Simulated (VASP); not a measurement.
Crystal: LiCl.

```xyz
2
Lattice="0.0000 2.6904 2.7330 2.6904 0.0000 2.7330 2.6904 2.6904 0.0000" Properties=species:S:1:pos:R:3 pbc="T T T"
Li    0.0000    0.0000    0.0000
Cl    1.3452    1.3452    1.3665
```

This cell differs from its parent crystal: biaxial xy strain -1.6%.

Base run:

- Program: VASP 6.6.1
- Functional: HSE06
- Potentials or basis: VASP PAW PBE potentials, release 64 (Li_sv, Cl)
- Cutoff: 520 eV
- k mesh: 6 × 6 × 6
- Occupations: gaussian, width 0.01 eV
- Spin: no spin polarisation

Its results: band gap on the k mesh 7.49 eV.

**Question.** The run is repeated on the same cell with these changes: functional from HSE06 to r2SCAN; k mesh from 6 × 6 × 6 to 8 × 8 × 8. What comes out?

**Answer.** Band gap on the k mesh 6.88 eV.

Several settings changed at once.

Caveats: the structure was generated, so it needn't be the stable form of LiCl.

A k mesh can miss the band edges.
